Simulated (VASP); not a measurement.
W: single point with LDA

Crystal: W.

```
W
1.0
    -1.56725    1.56725    1.56725
     1.56725   -1.56725    1.56725
     1.56725    1.56725   -1.56725
W
1
Direct
  0.00000 0.00000 0.00000
```

```
Program             : VASP 6.6.1
Task                : single point
Functional          : LDA
Potentials or basis : VASP PAW LDA potentials, release 64 (W_sv)
Cutoff              : 520 eV
k mesh              : 12 × 12 × 12
Occupations         : fermi-dirac, width 0.1 eV
Spin                : no spin polarisation
```

```
Pressure               : 1.9 GPa
Band gap on the k mesh : zero (band 7 reaches 17.12 eV, above the bottom of band 8 at 10.44 eV)
```

Levels at points of the mesh, in eV from the Fermi level:
```tsv
k point	band 3	band 4	band 5	band 6	band 7	band 8	band 9	band 10	band 11	band 12
(0.00, 0.00, 0.00)	-37.44	-37.44	-9.68	-1.28	-1.28	-1.28	2.29	2.29	14.66	14.66
(0.50, 0.00, 0.00)	-37.90	-37.45	-6.42	-3.70	0.97	2.21	3.21	6.44	11.60	11.66
(0.50, 0.50, 0.50)	-38.44	-38.44	-6.06	-6.06	5.40	5.40	5.40	8.62	8.62	8.62
```

Wall time 16 s on 1 thread of Intel(R) Xeon(R) Platinum 8375C CPU @ 2.90GHz (Ice Lake), with other jobs on the host, peak memory 0.13 GiB.

Caveat: spin-orbit coupling is left out, which moves the levels of the heavy elements.
